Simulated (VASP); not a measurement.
Runs of VASP 6.6.1 on TaBiO. The structure is that of space group P4/mmm (No. 123), or close to it. The cells are those of the table. The cell was generated, and may not be a known phase.

```csv
task,spin,cell,k mesh,cutoff (eV),gap on the mesh (eV),pressure (GPa),moment (μB),relaxed volume (Å³/atom)
single point,off,"a = 3.030, b = 3.030, c = 6.173 Å, 3 atoms",6 × 6 × 4,520,none,0.2,-,-
relaxation of cell and atoms,off,"relaxed from a = 3.070, b = 3.070, c = 5.760 Å, 3 atoms",6 × 6 × 4,600,none,0.0,-,18.86
single point,off,"a = 3.031, b = 3.031, c = 6.163 Å, 3 atoms",16 × 16 × 8,520,none,0.1,-,-
single point,collinear,"a = 4.203, b = 4.203, c = 3.167 Å, 3 atoms",4 × 4 × 6,520,none,82.1,(b),-
single point,collinear,"a = 3.070, b = 3.070, c = 5.760 Å, 3 atoms",4 × 4 × 6,520,none,0.2,0.00,-
relaxation of cell and atoms,collinear,"relaxed from a = 4.203, b = 4.203, c = 3.167 Å, 3 atoms",4 × 4 × 6,600,none,0.2,0.00,(a)
```

Alike in all rows: level PBE; potentials or basis VASP PAW PBE potentials, release 64 (Ta_pv, Bi_d, O); smearing gaussian 0.1 eV.

Task: Fill in the values left out.

Result: (a) 16.70; (b) 1.24.

Caveats: some runs use coarse meshes; spin-orbit coupling is left out, which moves the levels of the heavy elements; a cell axis changed by over 15 % at a fixed basis, so the end point is rough (at least some runs).

A k mesh can miss the band edges, and the runs leave out spin-orbit coupling on Bi, Ta.

A gap of «none» marks levels without a gap at the run's occupations.
